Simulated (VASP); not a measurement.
Input of a VASP 6.6.1 run:

Contents of INCAR:

```
SYSTEM = ZrF
PREC = Accurate ; ENCUT = 600
EDIFF = 1E-7 ; ISMEAR = 0
SIGMA = 0.1 ; LREAL = .FALSE.
LASPH = .TRUE. ; NELM = 100
ALGO = Normal ; ISIF = 3
LWAVE = .FALSE. ; LCHARG = .FALSE.
GGA = PE ; IBRION = 2
NSW = 90 ; EDIFFG = -0.04
```

File KPOINTS:

```
Automatic mesh
0
G
  6 6 4
  0 0 0
```

The input POSCAR:

```
ZrF
1.0
    3.6009625400      0.0000000000      0.0000000000
    0.0000000000      3.6009625400      0.0000000000
    0.0000000000      0.0000000000      4.3212824100
Zr F
2 2
Direct
    0.0000000000      0.5000000000      0.1849428200
    0.5000000000      0.0000000000      0.8150571800
    0.0000000000      0.0000000000      0.5000000000
    0.5000000000      0.5000000000      0.5000000000
```

Potentials or basis: VASP PAW PBE potentials, release 64 (Zr_sv, F).

Launch:

```bash
$ cat potpaw_PBE.64/Zr_sv/POTCAR potpaw_PBE.64/F/POTCAR > POTCAR
$ mpirun -np 1 vasp_std > vasp.out
```

What does it give for the relaxed cell?

a = 3.397 Å, b = 3.397 Å, c = 5.369 Å, α = 90.00°, β = 90.00°, γ = 90.00°.

Predict the relaxed volume.

15.49 Å³/atom.

Estimate the band gap on the k mesh.

zero (band 19 reaches 8.87 eV, above the bottom of band 20 at 7.38 eV).

Step by step:
```tsv
step	energy change (eV)	largest force (eV/Å)	pressure (GPa)	volume (Å³)
1	0.0000	1.6069	22.77	56.03
2	-1.3794	0.1530	-13.32	73.15
3	-1.5109	0.2140	-7.62	68.64
4	-2.0972	0.6405	-3.97	64.40
5	-2.1208	0.8002	-2.87	63.53
6	-2.1522	0.1875	2.15	60.98
7	-2.1593	0.1251	0.56	61.73
8	-2.1598	0.0991	-0.45	62.09
9	-2.1604	0.0079	-0.04	61.94
```

Caveat: the k points lie up to 0.31 Å⁻¹ apart in the final cell.
